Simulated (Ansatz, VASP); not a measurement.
**Li27H26: VASP beside Ansatz**

```
CELL_PARAMETERS angstrom
0.00000 6.01065 -6.01065
6.01065 6.01065 0.00000
6.01065 0.00000 -6.01065
ATOMIC_POSITIONS crystal
Li 0.67068 0.32932 0.32932
Li 0.67068 0.67068 0.32932
Li 0.66670 0.00000 0.33330
Li 0.33361 0.33361 0.33361
Li 0.32932 0.67068 0.32932
Li 0.33361 0.99917 0.33361
Li 0.99917 0.33361 0.33361
Li 0.00000 0.66670 0.33330
Li 0.00000 0.00000 0.33330
Li 0.66670 0.33330 0.00000
Li 0.66639 0.66639 0.00083
Li 0.66670 0.00000 0.00000
Li 0.33361 0.33361 0.99917
Li 0.33330 0.66670 0.00000
Li 0.33330 0.00000 0.00000
Li 0.00000 0.33330 0.00000
Li 0.00000 0.66670 0.00000
Li 0.00000 0.00000 0.00000
Li 0.67068 0.32932 0.67068
Li 0.66639 0.66639 0.66639
Li 0.66639 0.00083 0.66639
Li 0.32932 0.32932 0.67068
Li 0.32932 0.67068 0.67068
Li 0.33330 0.00000 0.66670
Li 0.00000 0.33330 0.66670
Li 0.00083 0.66639 0.66639
Li 0.00000 0.00000 0.66670
H 0.50000 0.83338 0.50000
H 0.50000 0.16662 0.50000
H 0.16662 0.50000 0.50000
H 0.16662 0.83338 0.50000
H 0.16659 0.16659 0.50023
H 0.83338 0.50000 0.50000
H 0.83341 0.83341 0.49977
H 0.83338 0.16662 0.50000
H 0.50000 0.50000 0.16662
H 0.50000 0.83338 0.16662
H 0.50023 0.16659 0.16659
H 0.16659 0.50023 0.16659
H 0.16611 0.83389 0.16611
H 0.16659 0.16659 0.16659
H 0.83338 0.50000 0.16662
H 0.83389 0.83389 0.16611
H 0.83389 0.16611 0.16611
H 0.50000 0.50000 0.83338
H 0.49977 0.83341 0.83341
H 0.50000 0.16662 0.83338
H 0.16662 0.50000 0.83338
H 0.16611 0.83389 0.83389
H 0.16611 0.16611 0.83389
H 0.83341 0.49977 0.83341
H 0.83341 0.83341 0.83341
H 0.83389 0.16611 0.83389
```

Change from the starting cell: H vacancy (site b), charge +0, atoms relaxed at the host's cell.

Alike in both runs: functional PBE; k mesh 1 × 1 × 1; occupations gaussian, width 0.01 eV; collinear spin.

Ansatz relaxed the structure, and its values are those at the end. VASP's run is a single point on that final structure, the one shown.

|  | VASP | Ansatz |
| --- | --- | --- |
| version | VASP 6.6.1 | Ansatz 0.2.0 |
| potentials or method | VASP PAW PBE potentials, release 64 (Li_sv, H), cutoff 520 eV | scalar-relativistic, plane waves, PAW |
| valence electrons in the cell | 107 | 107 |

```csv
,VASP,Ansatz,Ansatz less VASP
gap on the k mesh at the Fermi level (eV),1.40,1.40,0.000
least direct gap on the mesh (eV),1.40,1.40,0.000
rms of the force components (eV/Å),0.004,0.004,-0.0005
net moment per atom (μB),0.02,0.02,0.000
```

Noted on VASP's run: the cutoff is under 1.25 times that of the potentials, so the pressure is a little rough.
